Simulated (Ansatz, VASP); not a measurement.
One calculation of Re, two programs

Contents of INCAR:

```
SYSTEM = Re
PREC = Accurate
ENCUT = 520
EDIFF = 1E-7
ISMEAR = -1
SIGMA = 0.1
LREAL = .FALSE.
LASPH = .TRUE.
NELM = 60
ALGO = Normal
ISIF = 2
LWAVE = .FALSE.
LCHARG = .FALSE.
GGA = PE
NBANDS = 10
```

Contents of KPOINTS:

```
regular mesh
0
G
  17 17 17
  0 0 0
```

POSCAR

```
Re
1.0
   -1.5140388699      1.5140388699      1.5140388699
    1.5140388699     -1.5140388699      1.5140388699
    1.5140388699      1.5140388699     -1.5140388699
Re
1
Direct
    0.0000000000      0.0000000000      0.0000000000
```

Input for Ansatz:

```yaml
crystal:
  lattice:
    - [-1.5140388699, 1.5140388699, 1.5140388699]
    - [1.5140388699, -1.5140388699, 1.5140388699]
    - [1.5140388699, 1.5140388699, -1.5140388699]
  atoms:
    - { symbol: Re, position: [0.0, 0.0, 0.0] }
kpoints:
  mp_grid: { grid: [17, 17, 17] }
scf:
  occupations: { method: fermi_dirac, width: 0.1 }
hamiltonian:
  xc: pbe
  pseudopotentials: { kind: all_electron, lapw: { basis_error: 0.001 } }
output:
  forces: true
  stress: true
  eigenvalues: true
  populations: true
```

Change from the starting cell: volume scaled by 0.92, LAPW.

Alike in both runs: task single point; functional PBE; k mesh 17 × 17 × 17; occupations fermi-dirac, width 0.1 eV; no spin polarisation.

|  | VASP | Ansatz |
| --- | --- | --- |
| version | VASP 6.6.1 | Ansatz 0.2.0 |
| potentials or method | VASP PAW PBE potentials, release 64 (Re), cutoff 520 eV | all-electron LAPW, scalar-relativistic |

```tsv
	VASP	Ansatz	Ansatz less VASP
pressure (GPa)	35.7	35.6	-0.09
```

Both programs put the cell under a high pressure, so it lies far from rest at this level. Ansatz ran all-electron here, and VASP with PAW potentials.

Spin-orbit coupling is off throughout.
